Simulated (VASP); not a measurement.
# LiCa32 (a cell with a defect) in VASP: single point with PBE

Aim: the single point of LiCa32 (a cell with a defect) with PBE.

All numbers are computed with VASP 6.6.1; they aren't measurements. Logs are shortened: lines on timing, memory, paths and dates and some standing lists are left out, and cuts for length are marked.

## (1) The cell of the first run

The cell holds a defect, 33 atoms: a = 11.160 Å, b = 11.160 Å, c = 11.160 Å, α = 90.00°, β = 90.00°, γ = 90.00°.

## (2) Single point, PBE

INCAR

```
PREC = Accurate
ENCUT = 520
EDIFF = 1E-7
ISMEAR = -1
SIGMA = 0.05
LREAL = Auto
LASPH = True
NELM = 80
ALGO = Normal
ISIF = 2
LWAVE = False
LCHARG = False
GGA = PE
NBANDS = 184
```

KPOINTS

```
regular mesh
0
Gamma
  1 1 1
```

POSCAR

```
LiCa32
1.0
   11.1600000000      0.0000000000      0.0000000000
    0.0000000000     11.1600000000      0.0000000000
    0.0000000000      0.0000000000     11.1600000000
Ca Li
32 1
Direct
    0.5001213825     -0.0000893457      0.0011503494
    0.7521789369      0.2522888923     -0.0021321282
    0.7487797088     -0.0000886586      0.2497859533
   -0.0000024960      0.0001572720      0.0057235079
    0.2478865250      0.2520990223     -0.0019463766
    0.4997930178      0.4999973277      0.0057216710
    0.7523298833      0.7476541226     -0.0022826614
    0.2513854229     -0.0000860589      0.2497978132
    0.5001143821      0.2486332923      0.2497934421
    0.7442753175      0.4999995934      0.2503784920
    0.5001098205     -0.0000864863      0.4985522073
    0.7518497213      0.2519532533      0.5020195094
    0.7442765743      0.0001585005      0.7500015396
    0.0001347597      0.4998914647      0.0235763073
    0.2477432953      0.7478507231     -0.0020860054
    0.0000000191      0.2442778996      0.2503911195
    0.2557219270      0.4999996375      0.2503934908
    0.5001169153      0.7512418900      0.2497900720
    0.0000037757      0.0001661490      0.4942833062
    0.2482017156      0.2517844692      0.5018474590
    0.4997778033      0.5000008724      0.4942851984
    0.7519826684      0.7480039577      0.5021551900
    0.2557198980      0.0001652988      0.7499950530
    0.4997830068      0.2442821847      0.7500001045
    0.7268432483      0.4999021068      0.7497740974
    0.0000017756      0.7557244629      0.2503816464
    0.0000956114      0.4999344460      0.4782635382
    0.2480759910      0.7481795173      0.5019749189
    0.0001032658      0.2277393066      0.7498153318
    0.2721376762      0.4999250602      0.7498125530
    0.4997884598      0.7557213037      0.7499968185
    0.0001253853      0.7730302680      0.7497716616
   -0.0010303946      0.5007779550      0.7518578198
```

Potentials or basis: VASP PAW PBE potentials, release 64 (Ca_sv, Li_sv).

Command:

```sh
cat potpaw_PBE.64/Ca_sv/POTCAR potpaw_PBE.64/Li_sv/POTCAR > POTCAR
mpirun -np 1 vasp_gam > vasp.out
```

OUTCAR:

```text
PREC = Accurate
   ENCUT = 520
   EDIFF = 1E-7
   ISMEAR = -1
   LREAL = Auto
   LASPH = True
   NELM = 80
   ISIF = 2
   GGA = PE

 ion  position               nearest neighbor table
   1  0.500  1.000  0.001-
   2  0.752  0.252  0.998-
   3  0.749  1.000  0.250-
   4  1.000  0.000  0.006-
   5  0.248  0.252  0.998-
   6  0.500  0.500  0.006-
[... 25 lines left out ...]
  32  0.000  0.773  0.750-
  33  0.999  0.501  0.752-

  LATTYP: Found a simple cubic cell.
 ALAT       =    11.1600000000

  Lattice vectors:

 A1 = (  11.1600000000,   0.0000000000,   0.0000000000)
 A2 = (   0.0000000000,  11.1600000000,   0.0000000000)
 A3 = (   0.0000000000,   0.0000000000,  11.1600000000)

Analysis of symmetry for initial positions (statically):
=====================================================================
 Subroutine PRICEL returns:
 Original cell was already a primitive cell.

 Routine SETGRP: Setting up the symmetry group for a
 simple cubic supercell.

 Subroutine GETGRP returns: Found  1 space group operations
 (whereof  1 operations were pure point group operations)
 out of a pool of 48 trial point group operations.

The static configuration has the point symmetry C_1 .

Analysis of symmetry for dynamics (positions and initial velocities):
=====================================================================
 Subroutine PRICEL returns:
 Original cell was already a primitive cell.

 Routine SETGRP: Setting up the symmetry group for a
 simple cubic supercell.

 Subroutine GETGRP returns: Found  1 space group operations
 (whereof  1 operations were pure point group operations)
 out of a pool of 48 trial point group operations.

The dynamic configuration has the point symmetry C_1 .

 Subroutine INISYM returns: Found  1 space group operations
 (whereof  1 operations are pure point group operations),
 and found     1 'primitive' translations

----------------------------------------------------------------------------------------

                                     Primitive cell

  volume of cell :    1389.9289

  direct lattice vectors                    reciprocal lattice vectors
    11.160000000  0.000000000  0.000000000     0.089605735  0.000000000  0.000000000
     0.000000000 11.160000000  0.000000000     0.000000000  0.089605735  0.000000000
     0.000000000  0.000000000 11.160000000     0.000000000  0.000000000  0.089605735

  length of vectors
    11.160000000 11.160000000 11.160000000     0.089605735  0.089605735  0.089605735

  position of ions in fractional coordinates (direct lattice)
     0.500121382  0.999910654  0.001150349
     0.752178937  0.252288892  0.997867872
     0.748779709  0.999911341  0.249785953
     0.999997504  0.000157272  0.005723508
     0.247886525  0.252099022  0.998053623
     0.499793018  0.499997328  0.005721671
[... 25 lines left out ...]
     0.000125385  0.773030268  0.749771662
     0.998969605  0.500777955  0.751857820

  ion indices of the primitive-cell ions
   primitive index   ion index
                 1           1
                 2           2
                 3           3
                 4           4
                 5           5
                 6           6
[... 25 lines left out ...]
                32          32
                33          33

----------------------------------------------------------------------------------------

 KPOINTS: regular mesh

Automatic generation of k-mesh.
 Grid dimensions read from file:
 generate k-points for:    1    1    1

 Generating k-lattice:

  Cartesian coordinates                     Fractional coordinates (reciprocal lattice)
     0.089605735  0.000000000  0.000000000     1.000000000  0.000000000  0.000000000
     0.000000000  0.089605735  0.000000000     0.000000000  1.000000000  0.000000000
     0.000000000  0.000000000  0.089605735     0.000000000  0.000000000  1.000000000

  Length of vectors
     0.089605735  0.089605735  0.089605735

  Shift w.r.t. Gamma in fractional coordinates (k-lattice)
     0.000000000  0.000000000  0.000000000

 Subroutine IBZKPT returns following result:
 ===========================================

 Found      1 irreducible k-points:

 Following reciprocal coordinates:
            Coordinates               Weight
  0.000000  0.000000  0.000000      1.000000
   k-points           NKPTS =      1   k-points in BZ     NKDIM =      1   number of bands    NBANDS=    184
   number of dos      NEDOS =    301   number of ions     NIONS =     33
   total plane-waves  NPLWV = 592704
   dimension x,y,z NGX =    84 NGY =   84 NGZ =   84
   dimension x,y,z NGXF=   168 NGYF=  168 NGZF=  168
   ions per type =              32   1
   NGX,Y,Z   is equivalent  to a cutoff of  12.51, 12.51, 12.51 a.u.
   NGXF,Y,Z  is equivalent  to a cutoff of  25.03, 25.03, 25.03 a.u.
 SYSTEM =  unknown system
   PREC   = accura    normal or accurate (medium, high low for compatibility)
   ISTART =      0    job   : 0-new  1-cont  2-samecut
   ICHARG =      2    charge: 1-file 2-atom 10-const
   ISPIN  =      1    spin polarized calculation?
   LNONCOLLINEAR =      F non collinear calculations
   LSORBIT =      F    spin-orbit coupling
   LASPH  =      T    aspherical Exc in radial PAW
   ENCUT  =  520.0 eV  38.22 Ry    6.18 a.u.  20.75 20.75 20.75*2*pi/ulx,y,z
   NELM   =     80;   NELMIN=  2; NELMDL= -5     # of ELM steps
   EDIFF  = 0.1E-06   stopping-criterion for ELM
   LREAL  =      T    real-space projection
   EDIFFG = 0.1E-05   stopping-criterion for IOM
   NSW    =      0    number of steps for IOM
   IBRION =     -1    ionic relax: 0-MD 1-quasi-New 2-CG
   NFREE  =      0    steps in history (QN), initial steepest desc. (CG)
   ISIF   =      2    stress and relaxation
   ISYM   =      2    0-nonsym 1-usesym 2-fastsym
   POTIM  = 0.5000    time-step for ionic-motion
   TEBEG  =    0.0;   TEEND  =   0.0 temperature during run
   PSTRESS=    0.0 pullay stress
   NELECT =     323.0000    total number of electrons
   NUPDOWN=      -1.0000    fix difference up-down
   EMIN   =  10.00;   EMAX   =-10.00  energy-range for DOS
   EFERMI =   0.00;   METHOD = LEGACY
   ISMEAR =    -1;   SIGMA  =   0.05  broadening in eV -4-tet -1-fermi 0-gaus
   EFERMI_NEDOS =   21; number of points for ismear=-14 and -15
   IALGO  =     38    algorithm
   IMIX   =      4    mixing-type and parameters
     AMIX     =   0.40;   BMIX     =  1.00
     AMIX_MAG =   1.60;   BMIX_MAG =  1.00
  volume/ion in A,a.u.               =      42.12       284.23
  Fermi-wavevector in a.u.,A,eV,Ry     =   1.006495  1.901999 13.783130  1.013032
  Thomas-Fermi vector in A             =   2.139241
   LORBIT       =      0    0 simple, 1 ext, 2 COOP (PROOUT), +10 PAW based schemes
   GGA     = PE    functional components
   LHFCALC =     F    Hartree Fock is set to
   AEXX    =    0.0000 exact exchange contribution
   IVDW    =     0    specifies the selected vdW correction
   LEPSILON=     F    determine dielectric tensor
   LRPA    =     F    only Hartree local field effects (RPA)
 non-spin polarized calculation
  energy-cutoff  :      520.00
  volume of cell :     1389.93
 maximum number of plane-waves:     18765
 NGX is ok and might be reduce to    84
   NGX = 41   NGY = 41   NGZ = 41

 number of electron     322.9999900 magnetization

 Free energy of the ion-electron system (eV)
  ---------------------------------------------------
  ext. energy  EPLUGINS =         0.00000000
  ---------------------------------------------------
  free energy    TOTEN  =       -65.33008047 eV

  energy without entropy =      -64.91574502  energy(sigma->0) =      -65.12291275

 E-fermi :   2.0746     XC(G=0):  -7.6817

 val. band max:        2.0661161987   @ k =   0.0000   0.0000   0.0000
 cond. band min:       2.1024414931   @ k =   0.0000   0.0000   0.0000
 fundamental gap:      0.0363252944
 Fermi energy:         2.0745711237

 k-point     1 :       0.0000    0.0000    0.0000
  band No.  band energies     occupation
      1     -45.0523      2.00000
      2     -40.2359      2.00000
      3     -40.2351      2.00000
      4     -40.2349      2.00000
      5     -40.2343      2.00000
      6     -40.2342      2.00000
[... 165 lines left out ...]
    172       2.5411      0.00018
    173       2.5411      0.00018
 [bands above 173 left out]

------------------------ aborting loop because EDIFF is reached ----------------------------------------

  FORCE on cell =-STRESS in cart. coord.  units (eV):
  Direction    XX          YY          ZZ          XY          YZ          ZX
  --------------------------------------------------------------------------------------
  -------------------------------------------------------------------------------------
  Total       -3.4852250     -3.4850882     -3.4821531     -0.0007750     -0.0015840      0.0010342
  in kB       -4.0174346     -4.0172770     -4.0138937     -0.0008933     -0.0018259      0.0011921
  external PRESSURE =      -4.0162018 kB  Pullay stress =       0.0000000 kB

 VOLUME and BASIS-vectors are now :
 -----------------------------------------------------------------------------
  energy-cutoff  :      520.00
  volume of cell :     1389.93
      direct lattice vectors                 reciprocal lattice vectors
    11.160000000  0.000000000  0.000000000     0.089605735  0.000000000  0.000000000
     0.000000000 11.160000000  0.000000000     0.000000000  0.089605735  0.000000000
     0.000000000  0.000000000 11.160000000     0.000000000  0.000000000  0.089605735

 POSITION                                       TOTAL-FORCE (eV/Angst)
 -----------------------------------------------------------------------------------
      5.58135     11.15900      0.01284        -0.000408      0.000254      0.005836
      8.39432      2.81554     11.13621        -0.005539     -0.005318      0.005584
      8.35638     11.15901      2.78761        -0.005433      0.000251      0.000523
     11.15997      0.00176      0.06387        -0.000130     -0.000526     -0.002418
      2.76641      2.81343     11.13828         0.004908     -0.005013      0.005217
      5.57769      5.57997      0.06385         0.000572      0.000160     -0.002367
[... 25 lines left out ...]
      0.00140      8.62702      8.36745         0.001075      0.025370     -0.002124
     11.14850      5.58868      8.39073         0.003742     -0.001750     -0.003475
 -----------------------------------------------------------------------------------
    total drift:                                0.004081     -0.001994     -0.002580

  FREE ENERGIE OF THE ION-ELECTRON SYSTEM (eV)
  ---------------------------------------------------
  free  energy   TOTEN  =       -65.3300804742 eV

  energy  without entropy=      -64.9157450176  energy(sigma->0) =      -65.12291275
```

It took 4.5 min on 1 thread of AMD EPYC 9R45 (Zen 5), shared host; peak memory 1 GiB.

Results:

```yaml
Free_energy: -65.3301 eV
Largest_force: 0.028 eV/Å
Band_gap_on_the_k_mesh: zero (an odd number of electrons rules out a gap without spin polarisation)
```

Forces on the atoms (eV/Å):
```
Ca   0.000  0.000  0.006
Ca  -0.006 -0.005  0.006
Ca  -0.005  0.000  0.001
Ca   0.000 -0.001 -0.002
Ca   0.005 -0.005  0.005
Ca   0.001  0.000 -0.002
Ca  -0.006  0.006  0.006
Ca   0.004  0.000  0.000
Ca   0.000 -0.004  0.000
Ca   0.003  0.000 -0.001
Ca   0.000  0.000 -0.004
Ca  -0.005 -0.005 -0.005
Ca   0.002 -0.001  0.000
Ca   0.001 -0.001  0.028
Ca   0.005  0.005  0.005
Ca   0.000  0.003 -0.001
Ca  -0.003  0.000 -0.001
Ca   0.000  0.005  0.000
Ca   0.000 -0.001  0.003
Ca   0.004 -0.004 -0.004
Ca   0.001  0.000  0.003
Ca  -0.005  0.005 -0.005
Ca  -0.003 -0.001  0.000
Ca   0.001  0.003  0.000
Ca  -0.026 -0.001 -0.002
Ca   0.000 -0.003 -0.001
Ca   0.001 -0.001 -0.019
Ca   0.005  0.005 -0.005
Ca   0.001 -0.022 -0.003
Ca   0.021 -0.001 -0.002
Ca   0.001 -0.003  0.000
Ca   0.001  0.025 -0.002
Li   0.004 -0.002 -0.003
```

Levels at points of the mesh, in eV from the Fermi level:
```tsv
k point	band 158	band 159	band 160	band 161	band 162	band 163	band 164	band 165
(0.00, 0.00, 0.00)	-0.37	-0.37	-0.01	-0.01	0.03	0.03	0.03	0.03
```

Caveat: the k points lie up to 0.56 Å⁻¹ apart, too coarse for converged energies and pressures of a metal; the cutoff is under 1.25 times the usual one of these potentials, so pressure, stress and relaxed cells hold a basis-set (Pulay) error.

The gap in the log of VASP goes by the Fermi energy; the results here count the filled bands.